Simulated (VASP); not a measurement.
Here is a VASP 6.6.1 calculation.

Contents of INCAR:

```
SYSTEM = Rh
PREC = Accurate
ENCUT = 520
EDIFF = 1E-6
ISMEAR = 0
SIGMA = 0.1
LREAL = .False.
LASPH = .True.
NELM = 80
ALGO = Normal
ISIF = 2
LWAVE = .False.
LCHARG = .False.
GGA = PE
NBANDS = 14
```

File KPOINTS:

```
Automatic mesh
0
Gamma
  18 18 18
  0 0 0
```

POSCAR

```
Rh
1.0
    0.0000000000      1.9686556995      1.9686556995
    1.9686556995      0.0000000000      1.9686556995
    1.9686556995      1.9686556995      0.0000000000
Rh
1
Direct
    0.0000000000      0.0000000000      0.0000000000
```

Potentials or basis: VASP PAW PBE potentials, release 64 (Rh_pv).

Command:

```bash
$ cat potpaw_PBE.64/Rh_pv/POTCAR > POTCAR
$ mpirun -np 1 vasp_std > vasp.out
```

Q: What does it give for the pressure?

A: -17.1 GPa.

Caveat: the cell differs from its parent crystal (strained).
